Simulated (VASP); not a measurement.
## SiC: single point with LDA

Crystal: SiC.

```xyz
8
Lattice="3.0584 0.0000 0.0000 -1.5292 2.6487 0.0000 0.0000 0.0000 10.0121" Properties=species:S:1:pos:R:3 pbc="T T T"
Si    1.5292    0.8829    9.3898
Si    0.0000    1.7658    4.3837
Si    0.0000    0.0000    6.8874
Si    0.0000    0.0000    1.8813
C     1.5292    0.8829    7.5072
C     0.0000    1.7658    2.5011
C     0.0000    0.0000    5.0106
C     0.0000    0.0000    0.0045
```

```
Program                : VASP 6.6.1
Task                   : single point
Functional             : LDA
Potentials or basis    : VASP PAW LDA potentials, release 64 (Si, C)
Cutoff                 : 520 eV
k mesh                 : 12 × 12 × 4
Occupations            : gaussian, width 0.02 eV
Spin                   : no spin polarisation
Dipole correction      : no
Further INCAR settings : ALGO = Normal; EDIFF = 1e-06; NBANDS = 26
```

- Pressure: 0.4 GPa
- Band gap on the k mesh: 2.17 eV, indirect (least direct gap 3.30 eV)

Levels at points of the mesh, in eV from the valence-band top:
| k point | band 12 | band 13 | band 14 | band 15 | band 16 | band 17 | band 18 | band 19 | band 20 | band 21 |
| --- | --- | --- | --- | --- | --- | --- | --- | --- | --- | --- |
| (0.00, 0.00, 0.00) | -0.59 | -0.59 | -0.05 | 0.00 | 0.00 | 5.22 | 5.79 | 6.43 | 6.56 | 6.98 |
| (0.50, 0.00, 0.00) | -2.42 | -2.39 | -2.24 | -1.60 | -1.13 | 2.17 | 2.30 | 4.18 | 4.78 | 5.27 |
| (0.00, 0.00, 0.50) | -1.05 | -0.21 | -0.21 | -0.21 | -0.21 | 5.43 | 5.43 | 6.91 | 6.91 | 7.07 |
| (0.50, 0.00, 0.50) | -3.06 | -2.54 | -2.54 | -1.57 | -1.57 | 2.58 | 2.58 | 4.17 | 4.17 | 6.16 |

It took 51 s on 1 thread of Intel(R) Xeon(R) 6975P-C (Granite Rapids), on a shared host, peak memory 0.21 GiB.

A k mesh can miss the band edges. Expect the measured gap to be larger: semilocal functionals such as LDA lack the derivative discontinuity.
